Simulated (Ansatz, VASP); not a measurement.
Two plane-wave programs on SiC

INCAR

```
SYSTEM = SiC
ALGO     = Normal         ! electronic algorithm
EDIFF    = 1E-7           ! SCF threshold, eV
ENCUT    = 520            ! plane-wave cutoff, eV
GGA      = PE             ! functional
ISIF     = 2              ! what is computed and relaxed
ISMEAR   = 0              ! smearing method
LASPH    = .TRUE.         ! aspherical terms in the spheres
LCHARG   = .TRUE.         ! write CHGCAR
LELF     = .TRUE.         ! ELF
LREAL    = .FALSE.        ! projectors in reciprocal space
LVHAR    = .TRUE.       
LWAVE    = .FALSE.        ! write WAVECAR
NBANDS   = 36             ! bands
NELM     = 100            ! most SCF steps
PREC     = Accurate       ! precision mode
SIGMA    = 0.05           ! smearing width, eV
```

KPOINTS

```
k-points
0
G
  6 9 3
  0 0 0
```

Contents of POSCAR:

```
SiC
1.0
    4.3480000000      0.0000000000      0.0000000000
    0.0000000000      2.1740000000     -2.1740000000
    0.0000000000      6.6987766953      6.6987766953
Si C
6 6
Direct
    0.0000000000      0.0000000000      0.8924601568
    0.5000000000      0.5000000000      0.0811179899
    0.0000000000      0.0000000000      0.2433864232
    0.5000000000      0.5000000000      0.4056548566
    0.0000000000      0.0000000000      0.5679232900
    0.5000000000      0.5000000000      0.7301917234
    0.7500000000      0.0000000000      0.4056548566
    0.2500000000      0.5000000000      0.5679232900
    0.7500000000      0.0000000000      0.7301917234
    0.2500000000      0.5000000000      0.8924601568
    0.7500000000      0.0000000000      0.0811179899
    0.2500000000      0.5000000000      0.2433864232
```

Input for Ansatz:

```yaml
crystal:
  lattice:
    - [4.348, 0.0, 0.0]
    - [0.0, 2.174, -2.174]
    - [0.0, 6.6987766953, 6.6987766953]
  atoms:
    - { symbol: Si, position: [0.0, 0.0, 0.8924601568] }
    - { symbol: Si, position: [0.5, 0.5, 0.0811179899] }
    - { symbol: Si, position: [0.0, 0.0, 0.2433864232] }
    - { symbol: Si, position: [0.5, 0.5, 0.4056548566] }
    - { symbol: Si, position: [0.0, 0.0, 0.56792329] }
    - { symbol: Si, position: [0.5, 0.5, 0.7301917234] }
    - { symbol: C, position: [0.75, 0.0, 0.4056548566] }
    - { symbol: C, position: [0.25, 0.5, 0.56792329] }
    - { symbol: C, position: [0.75, 0.0, 0.7301917234] }
    - { symbol: C, position: [0.25, 0.5, 0.8924601568] }
    - { symbol: C, position: [0.75, 0.0, 0.0811179899] }
    - { symbol: C, position: [0.25, 0.5, 0.2433864232] }
basis:
  ecutwfc: 420
kpoints:
  mp_grid: { grid: [6, 9, 3] }
hamiltonian:
  xc: pbe
scf:
  occupations: { method: gaussian, width: 0.05 }
output:
  forces: true
  stress: true
  eigenvalues: true
```

Alike in both runs: task single point; functional PBE; k mesh 6 × 9 × 3; occupations gaussian, width 0.05 eV; no spin polarisation.

|  | VASP | Ansatz |
| --- | --- | --- |
| version | VASP 6.6.1 | Ansatz 0.2.0 |
| potentials or method | VASP PAW PBE potentials, release 64 (Si, C), cutoff 520 eV | scalar-relativistic, plane waves, PAW |
| valence electrons in the cell | 48 | 48 |

```tsv
	VASP	Ansatz	Ansatz less VASP
gap on the k mesh at the Fermi level (eV)	1.23	1.23	+0.003
least direct gap on the mesh (eV)	1.23	1.23	+0.003
pressure (GPa)	0.3	0.4	+0.05
traceless stress, the component that is largest in VASP (GPa)	-5.52	-5.49	+0.030
rms of the force components (eV/Å)	0.533	0.532	-0.0010
```

Atom by atom the forces differ by 0.001 eV/Å (rms over components).
